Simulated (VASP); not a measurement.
## Bi: relaxation of cell and atoms with PBEsol

Bi:

```
Bi
1.0
    -2.06000    2.06000    2.06000
     2.06000   -2.06000    2.06000
     2.06000    2.06000   -2.06000
Bi
1
Direct
  0.00000 0.00000 0.00000
```

This isn't the form of Bi at room conditions, which is rhombohedral.

```json
{"Program": "VASP 6.6.1", "Task": "relaxation of cell and atoms", "Functional": "PBEsol", "Potentials or basis": "VASP PAW PBE potentials, release 64 (Bi_d)", "Cutoff": "500 eV", "k mesh": "8 × 8 × 8", "Occupations": "gaussian, width 0.05 eV", "Spin": "no spin polarisation", "Target pressure": "30 GPa", "Dipole correction": "no", "Further INCAR settings": "ALGO = Normal; EDIFF = 1e-07; IBRION = 2; EDIFFG = -0.01; NSW = 60; ISIF = 3"}
```

```yaml
Relaxed_volume: 23.04 Å³/atom
Relaxed_cell: a = 3.105 Å, b = 3.105 Å, c = 3.105 Å, α = 109.47°, β = 109.47°, γ = 109.47°
Space_group_after_relaxing_to_0.1_Å: Im-3m (No. 229)
Energy_change_on_relaxing_the_run_minimises_the_enthalpy: +376.5 meV/atom
Ionic_steps: 7
Pressure_after_relaxing: 30.0 GPa
Band_gap_on_the_k_mesh: zero (an odd number of electrons rules out a gap without spin polarisation)
```

The path:
| step | energy change (eV) | largest force (eV/Å) | pressure (GPa) | volume (Å³) |
| --- | --- | --- | --- | --- |
| 1 | 0.0000 | 0.0000 | -6.77 | 34.97 |
| 2 | 33.7647 | 0.0000 | 1643.38 | 8.05 |
| 3 | -0.1111 | 0.0000 | -2.83 | 31.43 |
| 4 | -0.1198 | 0.0000 | 2.10 | 28.97 |
| 5 | 0.7120 | 0.0000 | 42.79 | 21.55 |
| 6 | 0.3301 | 0.0000 | 28.02 | 23.30 |
| 7 | 0.3765 | 0.0000 | 30.00 | 23.04 |

Final structure:
```
Bi
1.0
    -1.79254    1.79254    1.79254
     1.79254   -1.79254    1.79254
     1.79254    1.79254   -1.79254
Bi
1
Direct
  0.00000 0.00000 0.00000
```

Levels at points of the mesh, in eV from the Fermi level:
| k point | band 3 | band 4 | band 5 | band 6 | band 7 | band 8 | band 9 | band 10 | band 11 |
| --- | --- | --- | --- | --- | --- | --- | --- | --- | --- |
| (0.00, 0.00, 0.00) | -23.23 | -22.90 | -22.90 | -15.96 | 7.81 | 7.81 | 7.81 | 10.48 | 10.48 |
| (0.50, 0.00, 0.00) | -22.92 | -22.91 | -22.69 | -10.85 | -6.98 | 2.33 | 4.25 | 7.45 | 8.66 |
| (0.50, 0.50, 0.50) | -22.74 | -22.74 | -22.74 | -7.05 | -2.47 | -2.47 | -2.47 | 3.42 | 3.42 |

Run time: 68 s on 1 thread of AMD EPYC 7R43 64-Core Processor (Zen 3), on a shared host, peak memory 0.15 GiB.

Caveat: the cell is relaxed towards a set pressure, so the run minimises the enthalpy, not the energy; the volume moved by over 15 % at a fixed basis, so the end points are rough; the PAW data sets were made with another functional, which shifts forces and pressure a little; spin-orbit coupling is left out, which moves the levels of the heavy elements.
